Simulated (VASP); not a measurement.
Write the native input for VASP 6.6.1 that does the following.

```yaml
Task: single point
Functional: revPBE
Potentials_or_basis: VASP PAW PBE potentials, release 64 (Zn, Re)
Cutoff: 520 eV
k_mesh: 8 × 8 × 5
Occupations: fermi-dirac, width 0.02 eV
Spin: no spin polarisation
Dipole_correction: no
Further_INCAR_settings: ALGO = Normal; EDIFF = 1e-06; NBANDS = 16
```

The structure of ZnRe lies in POSCAR:

```
ZnRe
1.0
    2.7590400000      0.0114900000     -0.0027400000
   -1.3695700000      2.3643500000     -0.0020500000
   -0.0044800000     -0.0064700000      4.5135400000
Zn Re
1 1
Direct
    0.0095578667      0.0129912173      0.0514010935
    0.3758500000      0.7058400000      0.5251400000
```

These files were run (other wordings do the same):

INCAR

```
ALGO = Normal ; EDIFF = 1E-6
ENCUT = 520 ; GGA = RE
ISIF = 2 ; ISMEAR = -1
LASPH = T ; LCHARG = F
LREAL = F ; LWAVE = F
NBANDS = 16 ; NELM = 60
PREC = Accurate ; SIGMA = 0.02
```

KPOINTS

```
k-points
0
Gamma
  8 8 5
```

Potentials or basis: VASP PAW PBE potentials, release 64 (Zn, Re).

The run is started by

```console
$ cat potpaw_PBE.64/Zn/POTCAR potpaw_PBE.64/Re/POTCAR > POTCAR
$ mpirun -np 1 vasp_std > vasp.out
```

It gave:

The pressure is 2.0 GPa and the largest force is 1.148 eV/Å.

Caveat: the PAW data sets were made with another functional, which shifts forces and pressure a little.

It took 47 s on 1 thread of Intel(R) Xeon(R) Platinum 8259CL CPU @ 2.50GHz (Skylake/Cascade Lake), on a shared host, peak memory 0.21 GiB.
